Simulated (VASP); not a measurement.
# CdSe (F-43m) in VASP: notebook, part 2 of 3

VASP 6.6.1. The steps go on from the part before.

### 3 Single point, PBE

The input, INCAR:

```
SYSTEM = CdSe
PREC     = Accurate       ! precision mode
ENCUT    = 520            ! plane-wave cutoff, eV
EDIFF    = 1E-6           ! SCF threshold, eV
ISMEAR   = 0              ! smearing method
SIGMA    = 0.027000000000000003 ! smearing width, eV
LREAL    = .False.        ! projectors in reciprocal space
LASPH    = .True.         ! aspherical terms in the spheres
NELM     = 60             ! most SCF steps
ALGO     = Normal         ! electronic algorithm
ISIF     = 2              ! what is computed and relaxed
LWAVE    = .False.        ! write WAVECAR
LCHARG   = .False.        ! write CHGCAR
GGA      = PE             ! functional
NBANDS   = 16             ! bands
```

The input, KPOINTS:

```
Automatic mesh
0
Gamma
  8 8 8
  0 0 0
```

The input, POSCAR:

```
CdSe
1.0
    0.0000000000      3.0702711986      3.0702711986
    3.0702711986      0.0000000000      3.0702711986
    3.0702711986      3.0702711986      0.0000000000
Cd Se
1 1
Direct
    0.0000000000      0.0000000000      0.0000000000
    0.2500000000      0.2500000000      0.2500000000
```

Potentials or basis: VASP PAW PBE potentials, release 64 (Cd, Se).

Command:

```sh
> cat potpaw_PBE.64/Cd/POTCAR potpaw_PBE.64/Se/POTCAR > POTCAR
> mpirun -np 1 vasp_std > vasp.out
```

OUTCAR:

```text
SYSTEM = CdSe
   PREC = Accurate
   ENCUT = 520
   EDIFF = 1E-6
   ISMEAR = 0
   LREAL = .False.
   LASPH = .True.
   NELM = 60
   ISIF = 2
   GGA = PE

 ion  position               nearest neighbor table
   1  0.000  0.000  0.000-   2 2.66   2 2.66   2 2.66   2 2.66
   2  0.250  0.250  0.250-   1 2.66   1 2.66   1 2.66   1 2.66

  LATTYP: Found a face centered cubic cell.
 ALAT       =     6.1405423972

  Lattice vectors:

 A1 = (   0.0000000000,   3.0702711986,   3.0702711986)
 A2 = (   3.0702711986,   0.0000000000,   3.0702711986)
 A3 = (   3.0702711986,   3.0702711986,   0.0000000000)

Analysis of symmetry for initial positions (statically):
=====================================================================
 Subroutine PRICEL returns:
 Original cell was already a primitive cell.

 Routine SETGRP: Setting up the symmetry group for a
 face centered cubic supercell.

 Subroutine GETGRP returns: Found 24 space group operations
 (whereof 24 operations were pure point group operations)
 out of a pool of 48 trial point group operations.

The static configuration has the point symmetry T_d .

Analysis of symmetry for dynamics (positions and initial velocities):
=====================================================================
 Subroutine PRICEL returns:
 Original cell was already a primitive cell.

 Routine SETGRP: Setting up the symmetry group for a
 face centered cubic supercell.

 Subroutine GETGRP returns: Found 24 space group operations
 (whereof 24 operations were pure point group operations)
 out of a pool of 48 trial point group operations.

The dynamic configuration has the point symmetry T_d .

 Subroutine INISYM returns: Found 24 space group operations
 (whereof 24 operations are pure point group operations),
 and found     1 'primitive' translations

----------------------------------------------------------------------------------------

                                     Primitive cell

  volume of cell :      57.8842

  direct lattice vectors                    reciprocal lattice vectors
     0.000000000  3.070271199  3.070271199    -0.162852063  0.162852063  0.162852063
     3.070271199  0.000000000  3.070271199     0.162852063 -0.162852063  0.162852063
     3.070271199  3.070271199  0.000000000     0.162852063  0.162852063 -0.162852063

  length of vectors
     4.342019169  4.342019169  4.342019169     0.282068048  0.282068048  0.282068048

  position of ions in fractional coordinates (direct lattice)
     0.000000000  0.000000000  0.000000000
     0.250000000  0.250000000  0.250000000

  ion indices of the primitive-cell ions
   primitive index   ion index
                 1           1
                 2           2

----------------------------------------------------------------------------------------

 KPOINTS: Automatic mesh

Automatic generation of k-mesh.
 Grid dimensions read from file:
 generate k-points for:    8    8    8

 Generating k-lattice:

  Cartesian coordinates                     Fractional coordinates (reciprocal lattice)
    -0.020356508  0.020356508  0.020356508     0.125000000  0.000000000  0.000000000
     0.020356508 -0.020356508  0.020356508     0.000000000  0.125000000  0.000000000
     0.020356508  0.020356508 -0.020356508     0.000000000  0.000000000  0.125000000

  Length of vectors
     0.035258506  0.035258506  0.035258506

  Shift w.r.t. Gamma in fractional coordinates (k-lattice)
     0.000000000  0.000000000  0.000000000

 Subroutine IBZKPT returns following result:
 ===========================================

 Found     29 irreducible k-points:

 Following reciprocal coordinates:
            Coordinates               Weight
  0.000000  0.000000  0.000000      1.000000
  0.125000  0.000000  0.000000      8.000000
  0.250000  0.000000  0.000000      8.000000
  0.375000  0.000000  0.000000      8.000000
  0.500000  0.000000  0.000000      4.000000
  0.125000  0.125000  0.000000      6.000000
[... 16 lines left out ...]
  0.500000  0.250000  0.125000     48.000000
 -0.375000  0.250000  0.125000     24.000000
 [... further k-points ...]
   k-points           NKPTS =     29   k-points in BZ     NKDIM =     29   number of bands    NBANDS=     16
   number of dos      NEDOS =    301   number of ions     NIONS =      2
   total plane-waves  NPLWV =  32768
   dimension x,y,z NGX =    32 NGY =   32 NGZ =   32
   dimension x,y,z NGXF=    64 NGYF=   64 NGZF=   64
   ions per type =               1   1
   NGX,Y,Z   is equivalent  to a cutoff of  12.25, 12.25, 12.25 a.u.
   NGXF,Y,Z  is equivalent  to a cutoff of  24.50, 24.50, 24.50 a.u.
 SYSTEM =  CdSe
   PREC   = accura    normal or accurate (medium, high low for compatibility)
   ISTART =      0    job   : 0-new  1-cont  2-samecut
   ICHARG =      2    charge: 1-file 2-atom 10-const
   ISPIN  =      1    spin polarized calculation?
   LNONCOLLINEAR =      F non collinear calculations
   LSORBIT =      F    spin-orbit coupling
   LASPH  =      T    aspherical Exc in radial PAW
   ENCUT  =  520.0 eV  38.22 Ry    6.18 a.u.   8.07  8.07  8.07*2*pi/ulx,y,z
   NELM   =     60;   NELMIN=  2; NELMDL= -5     # of ELM steps
   EDIFF  = 0.1E-05   stopping-criterion for ELM
   LREAL  =      F    real-space projection
   EDIFFG = 0.1E-04   stopping-criterion for IOM
   NSW    =      0    number of steps for IOM
   IBRION =     -1    ionic relax: 0-MD 1-quasi-New 2-CG
   NFREE  =      0    steps in history (QN), initial steepest desc. (CG)
   ISIF   =      2    stress and relaxation
   ISYM   =      2    0-nonsym 1-usesym 2-fastsym
   POTIM  = 0.5000    time-step for ionic-motion
   TEBEG  =    0.0;   TEEND  =   0.0 temperature during run
   PSTRESS=    0.0 pullay stress
   NELECT =      18.0000    total number of electrons
   NUPDOWN=      -1.0000    fix difference up-down
   EMIN   =  10.00;   EMAX   =-10.00  energy-range for DOS
   EFERMI =   0.00;   METHOD = LEGACY
   ISMEAR =     0;   SIGMA  =   0.03  broadening in eV -4-tet -1-fermi 0-gaus
   EFERMI_NEDOS =   21; number of points for ismear=-14 and -15
   IALGO  =     38    algorithm
   IMIX   =      4    mixing-type and parameters
     AMIX     =   0.40;   BMIX     =  1.00
     AMIX_MAG =   1.60;   BMIX_MAG =  1.00
  volume/ion in A,a.u.               =      28.94       195.31
  Fermi-wavevector in a.u.,A,eV,Ry     =   1.109121  2.095935 16.737199  1.230149
  Thomas-Fermi vector in A             =   2.245657
   LORBIT       =      0    0 simple, 1 ext, 2 COOP (PROOUT), +10 PAW based schemes
   GGA     = PE    functional components
   LHFCALC =     F    Hartree Fock is set to
   AEXX    =    0.0000 exact exchange contribution
   IVDW    =     0    specifies the selected vdW correction
   LEPSILON=     F    determine dielectric tensor
   LRPA    =     F    only Hartree local field effects (RPA)
 non-spin polarized calculation
 Gauss-broadening in eV      SIGMA  =   0.03
  energy-cutoff  :      520.00
  volume of cell :       57.88
 maximum number of plane-waves:      1588
   NGX = 17   NGY = 17   NGZ = 17

 number of electron      18.0000008 magnetization

 Free energy of the ion-electron system (eV)
  ---------------------------------------------------
  ext. energy  EPLUGINS =         0.00000000
  ---------------------------------------------------
  free energy    TOTEN  =        -5.49046467 eV

  energy without entropy =       -5.49046467  energy(sigma->0) =       -5.49046467

 E-fermi :   0.8280     XC(G=0):  -8.7565

 val. band max:        0.7188440916   @ k =   0.0000   0.0000   0.0000
 cond. band min:       1.2682473658   @ k =   0.0000   0.0000   0.0000
 fundamental gap:      0.5494032742
 Fermi energy:         0.8280192068

 k-point     1 :       0.0000    0.0000    0.0000
  band No.  band energies     occupation
      1     -11.7183      2.00000
      2      -7.1233      2.00000
      3      -7.1233      2.00000
      4      -7.1233      2.00000
      5      -6.7789      2.00000
      6      -6.7789      2.00000
[... 8 lines left out ...]
     15      11.7533      0.00000
     16      11.7533      0.00000
[... 419 lines left out ...]
 k-point    24 :      -0.3750    0.2500    0.1250
  band No.  band energies     occupation
      1     -11.3164      2.00000
      2      -7.0027      2.00000
      3      -6.9803      2.00000
      4      -6.7961      2.00000
      5      -6.7636      2.00000
      6      -6.4246      2.00000
[... 8 lines left out ...]
     15      12.3171      0.00000
     16      13.2545      0.00000

 [... further k-points ...]

------------------------ aborting loop because EDIFF is reached ----------------------------------------

  FORCE on cell =-STRESS in cart. coord.  units (eV):
  Direction    XX          YY          ZZ          XY          YZ          ZX
  --------------------------------------------------------------------------------------
  -------------------------------------------------------------------------------------
  Total        0.5673509      0.5673509      0.5673509     -0.0000000     -0.0000000     -0.0000000
  in kB       15.7037038     15.7037038     15.7037038     -0.0000000     -0.0000000     -0.0000000
  external PRESSURE =      15.7037038 kB  Pullay stress =       0.0000000 kB

 VOLUME and BASIS-vectors are now :
 -----------------------------------------------------------------------------
  energy-cutoff  :      520.00
  volume of cell :       57.88
      direct lattice vectors                 reciprocal lattice vectors
     0.000000000  3.070271199  3.070271199    -0.162852063  0.162852063  0.162852063
     3.070271199  0.000000000  3.070271199     0.162852063 -0.162852063  0.162852063
     3.070271199  3.070271199  0.000000000     0.162852063  0.162852063 -0.162852063

 POSITION                                       TOTAL-FORCE (eV/Angst)
 -----------------------------------------------------------------------------------
      0.00000      0.00000      0.00000         0.000000     -0.000000      0.000000
      1.53514      1.53514      1.53514        -0.000000      0.000000     -0.000000
 -----------------------------------------------------------------------------------
    total drift:                               -0.000001     -0.000001     -0.000000

  FREE ENERGIE OF THE ION-ELECTRON SYSTEM (eV)
  ---------------------------------------------------
  free  energy   TOTEN  =        -5.4904646673 eV

  energy  without entropy=       -5.4904646673  energy(sigma->0) =       -5.49046467
```

It took 36 s on 1 thread of Intel Xeon 8259CL, shared host; peak memory 0.19 GiB.

What came out:

| Property | Result |
| --- | --- |
| Free energy | -5.4905 eV |
| Pressure | 1.6 GPa |
| Band gap on the k mesh | 0.55 eV |

(Continued in part 3 of 3.)
